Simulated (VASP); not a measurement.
As: single point with PBE

Crystal: As.

```
As
1.0
    -2.67205    2.67205    1.42126
     2.67205   -2.67205    1.42126
     2.67205    2.67205   -1.42126
As
2
Direct
  0.62500 0.87500 0.75000
  0.37500 0.12500 0.25000
```

| Quantity | Value |
| --- | --- |
| Program | VASP 6.6.1 |
| Task | single point |
| Functional | PBE |
| Potentials or basis | VASP PAW PBE potentials, release 64 (As) |
| Cutoff | 520 eV |
| k mesh | 17 × 17 × 17 |
| Occupations | fermi-dirac, width 0.1 eV |
| Spin | no spin polarisation |
| Dipole correction | no |
| Further INCAR settings | ALGO = Normal; EDIFF = 1e-06; NBANDS = 12 |

| Property | Result |
| --- | --- |
| Pressure | 0.1 GPa |
| Band gap on the k mesh | zero (bands 5 and 6 overlap by 6.38 eV) |

Levels at points of the mesh, in eV from the Fermi level:
| k point | band 3 | band 4 | band 5 | band 6 | band 7 | band 8 |
| --- | --- | --- | --- | --- | --- | --- |
| (0.00, 0.00, 0.00) | -3.92 | -3.92 | 2.73 | 4.17 | 4.17 | 4.89 |

It took 3.7 min on 1 thread of AMD EPYC 7R13, on a shared host, peak memory 0.27 GiB.
